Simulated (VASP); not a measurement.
# MnS (F-43m) in VASP: further runs

The runs below take MnS through single point, with PBEsol+U.

Everything below comes from runs of VASP 6.6.1. Logs are shortened: lines on timing, memory, paths and dates and some standing lists are left out, and cuts for length are marked.

**1. The cell of the first run**

Symmetry: F-43m, No. 216, cubic system. Conventional cell: a = 5.590 Å, b = 5.590 Å, c = 5.590 Å, α = 90.00°, β = 90.00°, γ = 90.00°. Within 3.2 Å of Mn (site symmetry -43m) lie 4 S at 2.42 Å. S (site symmetry -43m) has 4 Mn at 2.42 Å within 3.2 Å.

**2. Single point, PBEsol+U, collinear spin, ferromagnetic start**

Contents of INCAR:

```
PREC = Accurate
ENCUT = 500
EDIFF = 1E-6
ISMEAR = -1
SIGMA = 0.1
LREAL = False
LASPH = True
NELM = 200
ALGO = Normal
ISIF = 2
LWAVE = False
LCHARG = False
ISPIN = 2
MAGMOM = 3 0
LORBIT = 11
NUPDOWN = 3.0
LMAXMIX = 4
LDAU = True
LDAUTYPE = 2
LDAUL = 2 -1
LDAUU = 3.9 0
LDAUJ = 0 0
LDAUPRINT = 1
GGA = PS
NBANDS = 20
GGA_COMPAT = False
```

Contents of KPOINTS:

```
regular mesh
0
Gamma
  6 6 6
```

Contents of POSCAR:

```
MnS
1.0
    0.0000000000      2.7950000000      2.7950000000
    2.7950000000      0.0000000000      2.7950000000
    2.7950000000      2.7950000000      0.0000000000
Mn S
1 1
Direct
    0.0000000000      0.0000000000      0.0000000000
    0.7500000000      0.7500000000      0.7500000000
```

Potentials or basis: VASP PAW PBE potentials, release 64 (Mn_pv, S).

Command:

```console
$ cat potpaw_PBE.64/Mn_pv/POTCAR potpaw_PBE.64/S/POTCAR > POTCAR
$ mpirun -np 1 vasp_std > vasp.out
```

OUTCAR:

```text
PREC = Accurate
   ENCUT = 500
   EDIFF = 1E-6
   ISMEAR = -1
   LREAL = False
   LASPH = True
   NELM = 200
   ISIF = 2
   ISPIN = 2
   LORBIT = 11
   NUPDOWN = 3.0
   GGA = PS

 ion  position               nearest neighbor table
   1  0.000  0.000  0.000-   2 2.42   2 2.42   2 2.42   2 2.42
   2  0.750  0.750  0.750-   1 2.42   1 2.42   1 2.42   1 2.42

  LATTYP: Found a face centered cubic cell.
 ALAT       =     5.5900000000

  Lattice vectors:

 A1 = (   0.0000000000,   2.7950000000,   2.7950000000)
 A2 = (   2.7950000000,   0.0000000000,   2.7950000000)
 A3 = (   2.7950000000,   2.7950000000,   0.0000000000)

Analysis of symmetry for initial positions (statically):
=====================================================================
 Subroutine PRICEL returns:
 Original cell was already a primitive cell.

 Routine SETGRP: Setting up the symmetry group for a
 face centered cubic supercell.

 Subroutine GETGRP returns: Found 24 space group operations
 (whereof 24 operations were pure point group operations)
 out of a pool of 48 trial point group operations.

The static configuration has the point symmetry T_d .

Analysis of symmetry for dynamics (positions and initial velocities):
=====================================================================
 Subroutine PRICEL returns:
 Original cell was already a primitive cell.

 Routine SETGRP: Setting up the symmetry group for a
 face centered cubic supercell.

 Subroutine GETGRP returns: Found 24 space group operations
 (whereof 24 operations were pure point group operations)
 out of a pool of 48 trial point group operations.

The dynamic configuration has the point symmetry T_d .

Analysis of structural, dynamic, and magnetic symmetry:
=====================================================================
 Subroutine PRICEL returns:
 Original cell was already a primitive cell.

 Routine SETGRP: Setting up the symmetry group for a
 face centered cubic supercell.

 Subroutine GETGRP returns: Found 24 space group operations
 (whereof 24 operations were pure point group operations)
 out of a pool of 48 trial point group operations.

The overall configuration has the point symmetry T_d .

 Subroutine INISYM returns: Found 24 space group operations
 (whereof 24 operations are pure point group operations),
 and found     1 'primitive' translations

----------------------------------------------------------------------------------------

                                     Primitive cell

  volume of cell :      43.6692

  direct lattice vectors                    reciprocal lattice vectors
     0.000000000  2.795000000  2.795000000    -0.178890877  0.178890877  0.178890877
     2.795000000  0.000000000  2.795000000     0.178890877 -0.178890877  0.178890877
     2.795000000  2.795000000  0.000000000     0.178890877  0.178890877 -0.178890877

  length of vectors
     3.952726907  3.952726907  3.952726907     0.309848087  0.309848087  0.309848087

  position of ions in fractional coordinates (direct lattice)
     0.000000000  0.000000000  0.000000000
     0.750000000  0.750000000  0.750000000

  ion indices of the primitive-cell ions
   primitive index   ion index
                 1           1
                 2           2

----------------------------------------------------------------------------------------

 KPOINTS: regular mesh

Automatic generation of k-mesh.
 Grid dimensions read from file:
[... 62 lines left out ...]
   ISIF   =      2    stress and relaxation
   ISYM   =      2    0-nonsym 1-usesym 2-fastsym
   POTIM  = 0.5000    time-step for ionic-motion
   TEBEG  =    0.0;   TEEND  =   0.0 temperature during run
   PSTRESS=    0.0 pullay stress
   NELECT =      19.0000    total number of electrons
   NUPDOWN=       3.0000    fix difference up-down
   EMIN   =  10.00;   EMAX   =-10.00  energy-range for DOS
   EFERMI =   0.00;   METHOD = LEGACY
   ISMEAR =    -1;   SIGMA  =   0.10  broadening in eV -4-tet -1-fermi 0-gaus
   EFERMI_NEDOS =   21; number of points for ismear=-14 and -15
   IALGO  =     38    algorithm
   IMIX   =      4    mixing-type and parameters
     AMIX     =   0.40;   BMIX     =  1.00
     AMIX_MAG =   1.60;   BMIX_MAG =  1.00
  volume/ion in A,a.u.               =      21.83       147.35
  Fermi-wavevector in a.u.,A,eV,Ry     =   1.240512  2.344227 20.937590  1.538869
  Thomas-Fermi vector in A             =   2.374949
   LORBIT       =     11    0 simple, 1 ext, 2 COOP (PROOUT), +10 PAW based schemes
 LDA+U is selected, type is set to LDAUTYPE =  2
   angular momentum for each species LDAUL =     2   -1
   U (eV)           for each species LDAUU =   3.9  0.0
   J (eV)           for each species LDAUJ =   0.0  0.0
   GGA     = PS    functional components
   LHFCALC =     F    Hartree Fock is set to
   AEXX    =    0.0000 exact exchange contribution
   IVDW    =     0    specifies the selected vdW correction
   LEPSILON=     F    determine dielectric tensor
   LRPA    =     F    only Hartree local field effects (RPA)
 spin polarized calculation
  energy-cutoff  :      500.00
  volume of cell :       43.67
 maximum number of plane-waves:      1125
 NGX is ok and might be reduce to    30
   NGX = 15   NGY = 15   NGZ = 15

atom =   1  type =  1  l = 2

 onsite density matrix

spin component  1

  0.7973  0.0000  0.0000 -0.0000 -0.0000
  0.0000  0.7973 -0.0000 -0.0000  0.0000
  0.0000 -0.0000  0.9037 -0.0000  0.0000
 -0.0000 -0.0000 -0.0000  0.7973 -0.0000
 -0.0000  0.0000  0.0000 -0.0000  0.9037

spin component  2

  0.2475 -0.0000 -0.0000  0.0000  0.0000
 -0.0000  0.2475  0.0000 -0.0000 -0.0000
 -0.0000  0.0000  0.0526  0.0000 -0.0000
  0.0000 -0.0000  0.0000  0.2475  0.0000
  0.0000 -0.0000 -0.0000  0.0000  0.0526

 occupancies and eigenvectors

  o =  0.0526  v =  0.0000  0.0000  0.0000  0.0000  0.0000  0.0000 -0.0000  0.0142  0.0000  0.9999      0.0000  0.0000  0.0000  0.0000  0.0000  0.0000  0.0000  0.0000  0.0000  0.0000
  o =  0.0526  v =  0.0000  0.0000  0.0000  0.0000  0.0000  0.0000 -0.0000  0.9999 -0.0000 -0.0142      0.0000  0.0000  0.0000  0.0000  0.0000  0.0000  0.0000  0.0000  0.0000  0.0000
  o =  0.2475  v =  0.0000  0.0000  0.0000  0.0000  0.0000  0.0000  0.6651 -0.0000 -0.7468  0.0000      0.0000  0.0000  0.0000  0.0000  0.0000  0.0000  0.0000  0.0000  0.0000  0.0000
  o =  0.2475  v =  0.0000  0.0000  0.0000  0.0000  0.0000  0.0000  0.7468  0.0000  0.6651 -0.0000      0.0000  0.0000  0.0000  0.0000  0.0000  0.0000  0.0000  0.0000  0.0000  0.0000
  o =  0.2475  v =  0.0000  0.0000  0.0000  0.0000  0.0000  1.0000  0.0000  0.0000  0.0000  0.0000      0.0000  0.0000  0.0000  0.0000  0.0000  0.0000  0.0000  0.0000  0.0000  0.0000
  o =  0.7973  v =  0.0000 -0.8052  0.0000 -0.5930 -0.0000  0.0000  0.0000  0.0000  0.0000  0.0000      0.0000  0.0000  0.0000  0.0000  0.0000  0.0000  0.0000  0.0000  0.0000  0.0000
  o =  0.7973  v =  0.0000 -0.5930 -0.0000  0.8052 -0.0000  0.0000  0.0000  0.0000  0.0000  0.0000      0.0000  0.0000  0.0000  0.0000  0.0000  0.0000  0.0000  0.0000  0.0000  0.0000
  o =  0.7973  v =  1.0000  0.0000  0.0000  0.0000  0.0000  0.0000  0.0000  0.0000  0.0000  0.0000      0.0000  0.0000  0.0000  0.0000  0.0000  0.0000  0.0000  0.0000  0.0000  0.0000
  o =  0.9037  v =  0.0000  0.0000 -0.9331 -0.0000 -0.3597  0.0000  0.0000  0.0000  0.0000  0.0000      0.0000  0.0000  0.0000  0.0000  0.0000  0.0000  0.0000  0.0000  0.0000  0.0000
  o =  0.9037  v =  0.0000 -0.0000 -0.3597 -0.0000  0.9331  0.0000  0.0000  0.0000  0.0000  0.0000      0.0000  0.0000  0.0000  0.0000  0.0000  0.0000  0.0000  0.0000  0.0000  0.0000

 number of electron      18.9999987 magnetization       2.9999997

 Free energy of the ion-electron system (eV)
  ---------------------------------------------------
  ext. energy  EPLUGINS =         0.00000000
  ---------------------------------------------------
  free energy    TOTEN  =       -11.27347642 eV

  energy without entropy =      -11.19219269  energy(sigma->0) =      -11.23283455

 E-fermi :   5.7250     XC(G=0):  -9.6480

 val. band max:        5.7157701918   @ k =  -0.3333   0.3333   0.1667
 cond. band min:       3.0247394218   @ k =   0.5000   0.3333   0.1667
 fundamental gap:     -2.6910307700
 Fermi energy:         2.9486390782

 spin component 1

 k-point     1 :       0.0000    0.0000    0.0000
  band No.  band energies     occupation
      1     -45.4038      1.00000
      2     -45.4038      1.00000
      3     -45.4038      1.00000
      4      -9.6379      1.00000
      5      -0.7371      1.00000
      6      -0.7371      1.00000
[... 344 lines left out ...]
      6      -0.4832      1.00000
[... 12 lines left out ...]
     19      17.1775      0.00000
     20      17.5600      0.00000
 Fermi energy:         5.7249658304

 spin component 2

 k-point     1 :       0.0000    0.0000    0.0000
  band No.  band energies     occupation
      1     -41.8572      1.00000
      2     -41.8572      1.00000
      3     -41.8572      1.00000
      4      -9.9042      1.00000
      5       0.7182      1.00000
      6       0.7182      1.00000
[... 357 lines left out ...]
     19      17.4215      0.00000
     20      17.5837      0.00000

------------------------ aborting loop because EDIFF is reached ----------------------------------------

  FORCE on cell =-STRESS in cart. coord.  units (eV):
  Direction    XX          YY          ZZ          XY          YZ          ZX
  --------------------------------------------------------------------------------------
  -------------------------------------------------------------------------------------
  Total       -3.2467226     -3.2467226     -3.2467226     -0.0000000      0.0000000     -0.0000000
  in kB     -119.1188085   -119.1188085   -119.1188085     -0.0000000      0.0000000     -0.0000000
  external PRESSURE =    -119.1188085 kB  Pullay stress =       0.0000000 kB

 VOLUME and BASIS-vectors are now :
 -----------------------------------------------------------------------------
  energy-cutoff  :      500.00
  volume of cell :       43.67
      direct lattice vectors                 reciprocal lattice vectors
     0.000000000  2.795000000  2.795000000    -0.178890877  0.178890877  0.178890877
     2.795000000  0.000000000  2.795000000     0.178890877 -0.178890877  0.178890877
     2.795000000  2.795000000  0.000000000     0.178890877  0.178890877 -0.178890877

 POSITION                                       TOTAL-FORCE (eV/Angst)
 -----------------------------------------------------------------------------------
      0.00000      0.00000      0.00000         0.000000      0.000000      0.000000
      4.19250      4.19250      4.19250        -0.000000     -0.000000     -0.000000
 -----------------------------------------------------------------------------------
    total drift:                               -0.000000     -0.000000     -0.000000

  FREE ENERGIE OF THE ION-ELECTRON SYSTEM (eV)
  ---------------------------------------------------
  free  energy   TOTEN  =       -11.2734764201 eV

  energy  without entropy=      -11.1921926857  energy(sigma->0) =      -11.23283455

 total charge

# of ion       s       p       d       tot
------------------------------------------
    1        0.250   6.182   5.024  11.456
    2        1.323   2.310   0.000   3.633
--------------------------------------------------
tot          1.573   8.492   5.024  15.089

 magnetization (x)

# of ion       s       p       d       tot
------------------------------------------
    1        0.028   0.010   3.344   3.382
    2       -0.004  -0.256   0.000  -0.260
--------------------------------------------------
tot          0.024  -0.246   3.344   3.122
```

It took 60 s on 1 thread of Intel Xeon 8259CL, shared host; peak memory 0.19 GiB.

Results:

- Free energy: -11.2735 eV
- Pressure: -11.9 GPa
- Net moment: 3.00 μB per cell
- Site moments: Mn +3.38; S -0.26 μB
- Valence electrons inside the program's atomic spheres: Mn 11.46; S 3.63

Eigenvalues of the final occupation matrices:
```csv
site,spin,trace,eigenvalues
site 1 d,1,4.20,0.80 0.80 0.80 0.90 0.90
site 1 d,2,0.85,0.05 0.05 0.25 0.25 0.25
```

Caveat: the cell stands under tension; the PAW data sets were made with another functional, which shifts forces and pressure a little; the total moment is fixed, so each spin has its own Fermi level and the state may be an excited one; a cell with one magnetic atom can't hold antiferromagnetic order, which such compounds often take. The state reached can hang on the start; a lower one may exist.

**3. Single point, PBEsol+U, collinear spin, ferromagnetic start**

Contents of INCAR:

```
  ALGO = Normal
  EDIFF = 1E-6
  ENCUT = 500
  GGA = PS
  GGA_COMPAT = F
  ISIF = 2
  ISMEAR = -1
  ISPIN = 2
  LASPH = T
  LCHARG = T
  LDAU = T
  LDAUJ = 0 0
  LDAUL = 2 -1
  LDAUPRINT = 1
  LDAUTYPE = 2
  LDAUU = 3.9 0
  LELF = T
  LMAXMIX = 4
  LORBIT = 11
  LREAL = F
  LVHAR = T
  LWAVE = F
  MAGMOM = 7 0
  NBANDS = 20
  NELM = 200
  NUPDOWN = 7.0
  PREC = Accurate
  SIGMA = 0.1
```

Contents of KPOINTS:

```
k-points
0
Gamma
  6 6 6
```

POSCAR is that of step 2.

Potentials or basis: VASP PAW PBE potentials, release 64 (Mn_pv, S).

Command:

```console
$ cat potpaw_PBE.64/Mn_pv/POTCAR potpaw_PBE.64/S/POTCAR > POTCAR
$ mpirun -np 1 vasp_std > vasp.out
```

Wall time 69 s (1 thread of Intel Xeon 8259CL, shared host); peak memory 0.19 GiB.

It converged, with:

- Free energy: -7.5114 eV
- Pressure: 20.6 GPa
- Net moment: 7.00 μB per cell
- Site moments: Mn +4.86; S +0.69 μB
- Valence electrons inside the program's atomic spheres: Mn 11.37; S 3.63

Eigenvalues of the final occupation matrices:
```
    site  spin  trace               eigenvalues
site 1 d     1   4.72  0.93 0.93 0.95 0.95 0.95
site 1 d     2   0.11  0.01 0.01 0.03 0.03 0.03
```

Caveat: the cell stands under pressure; the PAW data sets were made with another functional, which shifts forces and pressure a little; the total moment is fixed, so each spin has its own Fermi level and the state may be an excited one; a cell with one magnetic atom can't hold antiferromagnetic order, which such compounds often take.

**4. Single point, PBEsol+U, collinear spin, ferromagnetic start**

Contents of INCAR:

```
SYSTEM = MnS
ALGO     = Normal         ! electronic algorithm
EDIFF    = 1E-6           ! SCF threshold, eV
ENCUT    = 500            ! plane-wave cutoff, eV
GGA      = PS             ! functional
GGA_COMPAT= .False.      
ISIF     = 2              ! what is computed and relaxed
ISMEAR   = -1             ! smearing method
ISPIN    = 2              ! spin polarisation
LASPH    = .True.         ! aspherical terms in the spheres
LCHARG   = .False.        ! write CHGCAR
LDAU     = .True.         ! DFT+U
LDAUJ    = 0 0          
LDAUL    = 2 -1           ! shell
LDAUPRINT= 1            
LDAUTYPE = 2            
LDAUU    = 3.9 0          ! U, eV
LMAXMIX  = 4              ! l up to which the mixer works
LORBIT   = 11             ! projections on sites
LREAL    = .False.        ! projectors in reciprocal space
LWAVE    = .False.        ! write WAVECAR
MAGMOM   = 0.45 0         ! initial moments
NBANDS   = 20             ! bands
NELM     = 200            ! most SCF steps
PREC     = Accurate       ! precision mode
SIGMA    = 0.1            ! smearing width, eV
```

Contents of KPOINTS:

```
k-points
0
Gamma
  6 6 6
  0 0 0
```

POSCAR is that of step 3.

Potentials or basis: VASP PAW PBE potentials, release 64 (Mn_pv, S).

Command:

```console
$ cat potpaw_PBE.64/Mn_pv/POTCAR potpaw_PBE.64/S/POTCAR > POTCAR
$ mpirun -np 1 vasp_std > vasp.out
```

OUTCAR:

```text
SYSTEM = MnS
   EDIFF = 1E-6
   ENCUT = 500
   GGA = PS
   ISIF = 2
   ISMEAR = -1
   ISPIN = 2
   LASPH = .True.
   LORBIT = 11
   LREAL = .False.
   NELM = 200
   PREC = Accurate

 ion  position               nearest neighbor table
   1  0.000  0.000  0.000-   2 2.42   2 2.42   2 2.42   2 2.42
   2  0.750  0.750  0.750-   1 2.42   1 2.42   1 2.42   1 2.42

  LATTYP: Found a face centered cubic cell.
 ALAT       =     5.5900000000

  Lattice vectors:

 A1 = (   0.0000000000,   2.7950000000,   2.7950000000)
 A2 = (   2.7950000000,   0.0000000000,   2.7950000000)
 A3 = (   2.7950000000,   2.7950000000,   0.0000000000)

Analysis of symmetry for initial positions (statically):
=====================================================================
 Subroutine PRICEL returns:
[... 975 lines left out ...]
  energy-cutoff  :      500.00
  volume of cell :       43.67
      direct lattice vectors                 reciprocal lattice vectors
     0.000000000  2.795000000  2.795000000    -0.178890877  0.178890877  0.178890877
     2.795000000  0.000000000  2.795000000     0.178890877 -0.178890877  0.178890877
     2.795000000  2.795000000  0.000000000     0.178890877  0.178890877 -0.178890877

 POSITION                                       TOTAL-FORCE (eV/Angst)
 -----------------------------------------------------------------------------------
      0.00000      0.00000      0.00000        -0.000000     -0.000000     -0.000000
      4.19250      4.19250      4.19250         0.000000      0.000000      0.000000
 -----------------------------------------------------------------------------------
    total drift:                                0.000000      0.000000     -0.000000

  FREE ENERGIE OF THE ION-ELECTRON SYSTEM (eV)
  ---------------------------------------------------
  free  energy   TOTEN  =       -10.8654998488 eV

  energy  without entropy=      -10.8591077451  energy(sigma->0) =      -10.86230380

 total charge

# of ion       s       p       d       tot
------------------------------------------
    1        0.260   6.205   4.947  11.412
    2        1.309   2.418   0.000   3.727
--------------------------------------------------
tot          1.569   8.622   4.947  15.139

 magnetization (x)

# of ion       s       p       d       tot
------------------------------------------
    1       -0.004  -0.018  -0.775  -0.797
    2       -0.010  -0.017   0.000  -0.027
--------------------------------------------------
tot         -0.014  -0.035  -0.775  -0.824
```

Wall time 2.5 min (1 thread of Intel Xeon 8259CL, shared host); peak memory 0.19 GiB.

What came out:

```yaml
Free_energy: -10.8655 eV
Pressure: -3.6 GPa
Band_gap_on_the_k_mesh: zero (filled and empty bands overlap)
Net_moment: -0.98 μB per cell
Site_moments: Mn -0.80; S -0.03 μB
Valence_electrons_inside_the_program's_atomic_spheres: Mn 11.41; S 3.73
```

Eigenvalues of the final occupation matrices:
| site | spin | trace | eigenvalues |
| --- | --- | --- | --- |
| site 1 d | 1 | 2.09 | 0.09 0.09 0.09 0.91 0.91 |
| site 1 d | 2 | 2.87 | 0.06 0.06 0.92 0.92 0.92 |

Caveat: the cell stands under tension; the PAW data sets were made with another functional, which shifts forces and pressure a little; a cell with one magnetic atom can't hold antiferromagnetic order, which such compounds often take.

**5. The runs side by side**

| fixed moment (μB) | pressure (GPa) | moment (μB) |
| --- | --- | --- |
| 3.0 | -11.9 | 3.00 |
| 7.0 | 20.6 | 7.00 |
| - | -3.6 | 0.98 |

Alike in all rows: task single point; level PBEsol+U; potentials or basis VASP PAW PBE potentials, release 64 (Mn_pv, S); spin collinear, ferromagnetic start; Mn d U = 3.9 eV; cell as given; k mesh 6 × 6 × 6; cutoff (eV) 500; smearing fermi-dirac 0.1 eV.

Caveats: the PAW data sets were made with another functional, which shifts forces and pressure a little; a cell with one magnetic atom can't hold antiferromagnetic order, which such compounds often take; the cell stands under tension (at least some runs); the total moment is fixed, so each spin has its own Fermi level and the state may be an excited one (at least some runs); the cell stands under pressure (at least some runs).

Total energies depend on the potentials used, so only differences within one code and one set of settings carry meaning.

The gap in the log of VASP goes by the Fermi energy; the results here count the filled bands.